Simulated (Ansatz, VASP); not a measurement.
# PbS: VASP beside Ansatz

```xyz
2
Lattice="0.0000 2.9749 2.9749 2.9749 0.0000 2.9749 2.9749 2.9749 0.0000" Properties=species:S:1:pos:R:3 pbc="T T T"
Pb    0.0000    0.0000    0.0000
S     2.9749    2.9749    2.9749
```

Alike in both runs: task single point; functional PBEsol; k mesh 8 × 8 × 8; occupations fermi-dirac, width 0.06 eV; no spin polarisation.

|  | VASP | Ansatz |
| --- | --- | --- |
| version | VASP 6.6.1 | Ansatz 0.2 development build |
| potentials or method | VASP PAW PBE potentials, release 64 (Pb_d, S), cutoff 520 eV | all-electron full-potential LAPW, scalar-relativistic |

Ansatz gave:

```
pressure (GPa) : -1.3
```

Q: Estimate VASP's values.

A: Pressure (GPa): -1.4.

VASP's potentials were made for PBE, not for PBEsol. Ansatz ran all-electron here, and VASP with PAW potentials.

Spin-orbit coupling is off throughout.
